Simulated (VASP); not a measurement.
Wanted: the native input for a VASP 6.6.1 run.

```
Task                   : single point
Functional             : r2SCAN
Potentials or basis    : VASP PAW PBE potentials, release 64 (B_h, N_h)
Cutoff                 : 910 eV
k mesh                 : 12 × 12 × 12
Occupations            : gaussian, width 0.01 eV
Spin                   : no spin polarisation
Dipole correction      : no
Further INCAR settings : ALGO = Normal; EDIFF = 1e-06; NBANDS = 11
```

BN:

```xyz
2
Lattice="0.0000 1.8048 1.8048 1.8048 0.0000 1.8048 1.8048 1.8048 0.0000" Properties=species:S:1:pos:R:3 pbc="T T T"
B     0.0000    0.0000    0.0000
N     0.9024    0.9024    0.9024
```

These files were run (other wordings do the same):

POSCAR

```
BN
1.0
    0.0000000000      1.8048245570      1.8048245570
    1.8048245570      0.0000000000      1.8048245570
    1.8048245570      1.8048245570      0.0000000000
B N
1 1
Direct
    0.0000000000      0.0000000000      0.0000000000
    0.2500000000      0.2500000000      0.2500000000
```

INCAR.step1

```
SYSTEM = BN
ALGO = Normal ; EDIFF = 1E-5
ENCUT = 910 ; GGA = PE
GGA_COMPAT = .FALSE. ; ISMEAR = 0
LASPH = .TRUE. ; LCHARG = .FALSE.
LREAL = .FALSE. ; LWAVE = .TRUE.
NBANDS = 11 ; NELM = 120
PREC = Accurate ; SIGMA = 0.01
```

INCAR.step2

```
SYSTEM = BN
ALGO = Normal ; EDIFF = 1E-6
ENCUT = 910 ; GGA_COMPAT = .FALSE.
ISIF = 2 ; ISMEAR = 0
ISTART = 1 ; LASPH = .TRUE.
LCHARG = .TRUE. ; LELF = .TRUE.
LMIXTAU = .TRUE. ; LREAL = .FALSE.
LVHAR = .TRUE. ; LWAVE = .FALSE.
METAGGA = R2SCAN ; NBANDS = 11
NELM = 120 ; PREC = Accurate
SIGMA = 0.01
```

KPOINTS

```
k-points
0
G
  12 12 12
  0 0 0
```

Potentials or basis: VASP PAW PBE potentials, release 64 (B_h, N_h).

Run with:

```sh
$ cat potpaw_PBE.64/B_h/POTCAR potpaw_PBE.64/N_h/POTCAR > POTCAR
$ cp INCAR.step1 INCAR
$ mpirun -np 1 vasp_std > vasp.out
$ cp INCAR.step2 INCAR
$ mpirun -np 1 vasp_std > vasp.out
```

It gave:

```json
{
  "Pressure": "-0.5 GPa",
  "Band gap on the k mesh": "5.00 eV (least direct gap 9.57 eV)"
}
```

Caveat: the cutoff is under 1.25 times the usual one of these potentials, so pressure, stress and relaxed cells hold a basis-set (Pulay) error; the PAW data sets were made with another functional, which shifts forces and pressure a little.

It took 3.5 min on 1 thread of AMD EPYC 7R43 64-Core Processor (Zen 3), with other jobs on the host, peak memory 0.13 GiB.
